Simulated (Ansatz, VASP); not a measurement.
AgCl in VASP and in Ansatz

```xyz
4
Lattice="4.2151 0.0000 0.0000 -2.1075 3.6504 0.0000 0.0000 0.0000 6.7969" Properties=species:S:1:pos:R:3 pbc="T T T"
Ag    0.0000    2.4336   -0.0162
Ag    2.1075    1.2168    3.3822
Cl    0.0000    2.4336    2.5650
Cl    2.1075    1.2168    5.9635
```

Alike in both runs: task single point; functional PBE; k mesh 6 × 6 × 4; no spin polarisation.

|  | VASP | Ansatz |
| --- | --- | --- |
| version | VASP 6.6.1 | Ansatz 0.2.0 |
| potentials or method | VASP PAW PBE potentials, release 64 (Ag, Cl) | plane waves, PAW |
| plane-wave cutoff (eV) | 520 | 420 |
| occupations | gaussian, width 0.01 eV | fixed |
| valence electrons in the cell | 36 | 52 |

|  | VASP | Ansatz | Ansatz less VASP |
| --- | --- | --- | --- |
| gap on the k mesh at the Fermi level (eV) | 1.23 | 1.23 | +0.001 |
| pressure (GPa) | 2.1 | 2.2 | +0.11 |
| traceless stress, the component that is largest in VASP (GPa) | -0.05 | -0.05 | -0.003 |

VASP's potentials hold 36 valence electrons a cell and Ansatz's 52, so a difference there can come from the potentials and not from the codes.
